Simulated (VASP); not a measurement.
# Al2Cu (I4/mmm) in VASP: relaxation of cell and atoms with PBE

Aim: the relaxation of cell and atoms of Al2Cu with PBE.

Program: VASP 6.6.1. These are calculated values, not measurements. Logs are shortened: lines on timing, memory, paths and dates and some standing lists are left out, and cuts for length are marked.

## Step 1: The cell of the first run

Symmetry: I4/mmm, No. 139, tetragonal system. Conventional cell: a = 2.782 Å, b = 2.782 Å, c = 11.378 Å, α = 90.00°, β = 90.00°, γ = 90.00°. Within 3.6 Å of Al (site symmetry 4mm) lie 4 Cu at 2.64 Å and 9 Al at 2.78 to 3.52 Å. Cu (site symmetry 4/mmm) has 8 Al at 2.64 Å and 4 Cu at 2.78 Å within 3.5 Å.

## Step 2: Relaxation of cell and atoms, PBE

The input, INCAR:

```
SYSTEM = Al2Cu
ALGO     = Fast           ! electronic algorithm
EDIFF    = 1E-6           ! SCF threshold, eV
EDIFFG   = -0.01          ! ionic threshold
ENCUT    = 600            ! plane-wave cutoff, eV
GGA      = PE             ! functional
IBRION   = 2              ! ionic algorithm
ISIF     = 3              ! what is computed and relaxed
ISMEAR   = 0              ! smearing method
LASPH    = .TRUE.         ! aspherical terms in the spheres
LCHARG   = .FALSE.        ! write CHGCAR
LREAL    = .FALSE.        ! projectors in reciprocal space
LWAVE    = .FALSE.        ! write WAVECAR
NELM     = 60             ! most SCF steps
NSW      = 100            ! ionic steps
PREC     = Accurate       ! precision mode
SIGMA    = 0.1            ! smearing width, eV
```

The input, KPOINTS:

```
k-points
0
G
  24 24 24
  0 0 0
```

The input, POSCAR:

```
Al2Cu
1.0
   -1.3911270000      1.3911270000      5.6892322000
    1.3911270000     -1.3911270000      5.6892322000
    1.3911270000      1.3911270000     -5.6892322000
Al Cu
2 1
Direct
    0.6545720000      0.6545720000      0.0000000000
    0.3454280000      0.3454280000      0.0000000000
    0.0000000000      0.0000000000      0.0000000000
```

Potentials or basis: VASP PAW PBE potentials, release 64 (Al, Cu).

On the command line:

```sh
$ cat potpaw_PBE.64/Al/POTCAR potpaw_PBE.64/Cu/POTCAR > POTCAR
$ mpirun -np 1 vasp_std > vasp.out
```

OUTCAR:

```text
SYSTEM = Al2Cu
   EDIFF = 1E-6
   EDIFFG = -0.01
   ENCUT = 600
   GGA = PE
   IBRION = 2
   ISIF = 3
   ISMEAR = 0
   LASPH = .TRUE.
   LREAL = .FALSE.
   NELM = 60
   NSW = 100
   PREC = Accurate

 ion  position               nearest neighbor table
   1  0.655  0.655  0.000-   3 2.64   3 2.64   3 2.64   3 2.64   2 2.93   2 2.93   2 2.93   2 2.93

   2  0.345  0.345  0.000-   3 2.64   3 2.64   3 2.64   3 2.64   1 2.93   1 2.93   1 2.93   1 2.93

   3  0.000  0.000  0.000-   1 2.64   1 2.64   1 2.64   2 2.64   2 2.64   2 2.64   1 2.64   2 2.64

  LATTYP: Found a body centered tetragonal cell.
 ALAT       =     2.7822540000
 C/A-ratio  =     4.0896569472

  Lattice vectors:

 A1 = (  -1.3911270000,   1.3911270000,   5.6892322000)
 A2 = (   1.3911270000,  -1.3911270000,   5.6892322000)
 A3 = (   1.3911270000,   1.3911270000,  -5.6892322000)

Analysis of symmetry for initial positions (statically):
=====================================================================
 Subroutine PRICEL returns:
 Original cell was already a primitive cell.

 Routine SETGRP: Setting up the symmetry group for a
 body centered tetragonal supercell.

 Subroutine GETGRP returns: Found 16 space group operations
 (whereof 16 operations were pure point group operations)
 out of a pool of 16 trial point group operations.

The static configuration has the point symmetry D_4h.

Analysis of symmetry for dynamics (positions and initial velocities):
=====================================================================
 Subroutine PRICEL returns:
 Original cell was already a primitive cell.

 Routine SETGRP: Setting up the symmetry group for a
 body centered tetragonal supercell.

 Subroutine GETGRP returns: Found 16 space group operations
 (whereof 16 operations were pure point group operations)
 out of a pool of 16 trial point group operations.

The dynamic configuration has the point symmetry D_4h.

 Subroutine INISYM returns: Found 16 space group operations
 (whereof 16 operations are pure point group operations),
 and found     1 'primitive' translations

----------------------------------------------------------------------------------------

                                     Primitive cell

  volume of cell :      44.0400

  direct lattice vectors                    reciprocal lattice vectors
    -1.391127000  1.391127000  5.689232200     0.000000000  0.359420815  0.087885321
     1.391127000 -1.391127000  5.689232200     0.359420815  0.000000000  0.087885321
     1.391127000  1.391127000 -5.689232200     0.359420815  0.359420815  0.000000000

  length of vectors
     6.019786681  6.019786681  6.019786681     0.370009665  0.370009665  0.508297791

  position of ions in fractional coordinates (direct lattice)
     0.654572000  0.654572000  0.000000000
     0.345428000  0.345428000  0.000000000
     0.000000000  0.000000000  0.000000000

  ion indices of the primitive-cell ions
   primitive index   ion index
                 1           1
                 2           2
                 3           3

----------------------------------------------------------------------------------------

 KPOINTS: k-points

Automatic generation of k-mesh.
 Grid dimensions read from file:
 generate k-points for:   24   24   24

 Generating k-lattice:

  Cartesian coordinates                     Fractional coordinates (reciprocal lattice)
     0.000000000  0.014975867  0.003661888     0.041666667 -0.000000000  0.000000000
     0.014975867  0.000000000  0.003661888    -0.000000000  0.041666667  0.000000000
     0.014975867  0.014975867  0.000000000     0.000000000  0.000000000  0.041666667

  Length of vectors
     0.015417069  0.015417069  0.021179075

  Shift w.r.t. Gamma in fractional coordinates (k-lattice)
     0.000000000  0.000000000  0.000000000

 Subroutine IBZKPT returns following result:
 ===========================================

 Found   1063 irreducible k-points:

 Following reciprocal coordinates:
            Coordinates               Weight
  0.000000  0.000000  0.000000      1.000000
  0.041667  0.000000  0.000000      8.000000
  0.083333 -0.000000  0.000000      8.000000
  0.125000 -0.000000  0.000000      8.000000
  0.166667  0.000000  0.000000      8.000000
  0.208333 -0.000000  0.000000      8.000000
[... 16 lines left out ...]
  0.416667  0.041667 -0.000000     16.000000
  0.458333  0.041667  0.000000     16.000000
 [... further k-points ...]
   k-points           NKPTS =   1063   k-points in BZ     NKDIM =   1063   number of bands    NBANDS=     12
   number of dos      NEDOS =    301   number of ions     NIONS =      3
   total plane-waves  NPLWV = 110592
   dimension x,y,z NGX =    48 NGY =   48 NGZ =   48
   dimension x,y,z NGXF=    96 NGYF=   96 NGZF=   96
   ions per type =               2   1
   NGX,Y,Z   is equivalent  to a cutoff of  13.26, 13.26, 13.26 a.u.
   NGXF,Y,Z  is equivalent  to a cutoff of  26.51, 26.51, 26.51 a.u.
 SYSTEM =  Al2Cu
   PREC   = accura    normal or accurate (medium, high low for compatibility)
   ISTART =      0    job   : 0-new  1-cont  2-samecut
   ICHARG =      2    charge: 1-file 2-atom 10-const
   ISPIN  =      1    spin polarized calculation?
   LNONCOLLINEAR =      F non collinear calculations
   LSORBIT =      F    spin-orbit coupling
   LASPH  =      T    aspherical Exc in radial PAW
   ENCUT  =  600.0 eV  44.10 Ry    6.64 a.u.  12.02 12.02 12.02*2*pi/ulx,y,z
   NELM   =     60;   NELMIN=  2; NELMDL= -5     # of ELM steps
   EDIFF  = 0.1E-05   stopping-criterion for ELM
   LREAL  =      F    real-space projection
   EDIFFG = -.1E-01   stopping-criterion for IOM
   NSW    =    100    number of steps for IOM
   IBRION =      2    ionic relax: 0-MD 1-quasi-New 2-CG
   NFREE  =      1    steps in history (QN), initial steepest desc. (CG)
   ISIF   =      3    stress and relaxation
   ISYM   =      2    0-nonsym 1-usesym 2-fastsym
   POTIM  = 0.5000    time-step for ionic-motion
   TEBEG  =    0.0;   TEEND  =   0.0 temperature during run
   PSTRESS=    0.0 pullay stress
   NELECT =      17.0000    total number of electrons
   NUPDOWN=      -1.0000    fix difference up-down
   EMIN   =  10.00;   EMAX   =-10.00  energy-range for DOS
   EFERMI =   0.00;   METHOD = LEGACY
   ISMEAR =     0;   SIGMA  =   0.10  broadening in eV -4-tet -1-fermi 0-gaus
   EFERMI_NEDOS =   21; number of points for ismear=-14 and -15
   IALGO  =     68    algorithm
   IMIX   =      4    mixing-type and parameters
     AMIX     =   0.40;   BMIX     =  1.00
     AMIX_MAG =   1.60;   BMIX_MAG =  1.00
  volume/ion in A,a.u.               =      14.68        99.07
  Fermi-wavevector in a.u.,A,eV,Ry     =   1.191998  2.252549 19.331952  1.420858
  Thomas-Fermi vector in A             =   2.328046
   LORBIT       =      0    0 simple, 1 ext, 2 COOP (PROOUT), +10 PAW based schemes
   GGA     = PE    functional components
   LHFCALC =     F    Hartree Fock is set to
   AEXX    =    0.0000 exact exchange contribution
   IVDW    =     0    specifies the selected vdW correction
   LEPSILON=     F    determine dielectric tensor
   LRPA    =     F    only Hartree local field effects (RPA)
 conjugate gradient relaxation of ions
 non-spin polarized calculation
 RMM-DIIS sequential band-by-band and
 Gauss-broadening in eV      SIGMA  =   0.10
  energy-cutoff  :      600.00
  volume of cell :       44.04
 maximum number of plane-waves:      1491
   NGX = 23   NGY = 23   NGZ = 23

--------------------------------------- Ionic step        1  -------------------------------------------

 number of electron      16.9999997 magnetization

 Free energy of the ion-electron system (eV)
  ---------------------------------------------------
  ext. energy  EPLUGINS =         0.00000000
  ---------------------------------------------------
  free energy    TOTEN  =       -11.49757436 eV

  energy without entropy =      -11.49241976  energy(sigma->0) =      -11.49499706

------------------------ aborting loop because EDIFF is reached ----------------------------------------

  FORCE on cell =-STRESS in cart. coord.  units (eV):
  Direction    XX          YY          ZZ          XY          YZ          ZX
  --------------------------------------------------------------------------------------
  -------------------------------------------------------------------------------------
  Total        0.0251278      0.0251278      0.0429573      0.0000000      0.0000000      0.0000000
  in kB        0.9141508      0.9141508      1.5627898      0.0000000      0.0000000      0.0000000
  external PRESSURE =       1.1303638 kB  Pullay stress =       0.0000000 kB
[... 133 lines left out ...]
  energy  without entropy=      -11.4924986832  energy(sigma->0) =      -11.49507971

--------------------------------------- Ionic step        5  -------------------------------------------

 number of electron      16.9999997 magnetization

 Free energy of the ion-electron system (eV)
  ---------------------------------------------------
  ext. energy  EPLUGINS =         0.00000000
  ---------------------------------------------------
  free energy    TOTEN  =       -11.49766383 eV

  energy without entropy =      -11.49250265  energy(sigma->0) =      -11.49508324

 E-fermi :   8.2000     XC(G=0): -10.9281

 val. band max:        8.1978306005   @ k =   0.3333   0.1667   0.0833
 cond. band min:       8.2041932568   @ k =  -0.1250   0.2500   0.0833
 fundamental gap:      0.0063626563
 Fermi energy:         8.1999704177

 k-point     1 :       0.0000    0.0000    0.0000
  band No.  band energies     occupation
      1      -2.7640      2.00000
      2       1.5321      2.00000
      3       1.8130      2.00000
      4       3.9433      2.00000
      5       4.7336      2.00000
      6       4.8136      2.00000
      7       4.8136      2.00000
      8       5.1948      2.00000
      9      14.6177      0.00000
     10      15.0640      0.00000
     11      16.0526      0.00000
     12      16.0526      0.00000
[... 331 lines left out ...]
 k-point    24 :       0.4583    0.0417    0.0000
  band No.  band energies     occupation
      1       1.3914      2.00000
      2       2.6983      2.00000
      3       2.9368      2.00000
      4       4.1077      2.00000
      5       4.2871      2.00000
      6       4.7805      2.00000
      7       4.9205      2.00000
      8       5.3878      2.00000
      9       6.8943      2.00000
     10       8.5784      0.00000
     11      10.7393      0.00000
     12      15.1758      0.00000

 [... further k-points ...]

------------------------ aborting loop because EDIFF is reached ----------------------------------------

  FORCE on cell =-STRESS in cart. coord.  units (eV):
  Direction    XX          YY          ZZ          XY          YZ          ZX
  --------------------------------------------------------------------------------------
  -------------------------------------------------------------------------------------
  Total        0.0047440      0.0047440      0.0197302      0.0000000      0.0000000      0.0000000
  in kB        0.1721651      0.1721651      0.7160314      0.0000000      0.0000000      0.0000000
  external PRESSURE =       0.3534539 kB  Pullay stress =       0.0000000 kB
[... 18 lines left out ...]
  FREE ENERGIE OF THE ION-ELECTRON SYSTEM (eV)
  ---------------------------------------------------
  free  energy   TOTEN  =       -11.4976638254 eV

  energy  without entropy=      -11.4925026451  energy(sigma->0) =      -11.49508324

 reached required accuracy - stopping structural energy minimisation
```

Wall time 73 min (1 thread of Intel Xeon Platinum 8488C (Sapphire Rapids), shared host); peak memory 0.99 GiB.

Results:

| Quantity | Value |
| --- | --- |
| Free energy | -11.4977 eV |
| Relaxed volume | 14.72 Å³/atom |
| Relaxed cell | a = 6.026 Å, b = 6.026 Å, c = 6.026 Å, α = 153.29°, β = 153.29°, γ = 38.13° |
| Space group after relaxing (to 0.1 Å) | I4/mmm (No. 139) |
| Energy gained by relaxing | 0.0 meV/atom |
| Ionic steps | 5 |
| Pressure after relaxing | 0.0 GPa |
| Largest force after relaxing | 0.005 eV/Å |
| Band gap on the k mesh | zero (an odd number of electrons rules out a gap without spin polarisation) |

Forces on the atoms (eV/Å):
```
Al   0.000  0.000  0.005
Al   0.000  0.000 -0.005
Cu   0.000  0.000  0.000
```

Final structure:
```
CELL_PARAMETERS angstrom
-1.39204 1.39204 5.69565
1.39204 -1.39204 5.69565
1.39204 1.39204 -5.69565
ATOMIC_POSITIONS crystal
Al 0.65471 0.65471 0.00000
Al 0.34529 0.34529 0.00000
Cu 0.00000 0.00000 0.00000
```
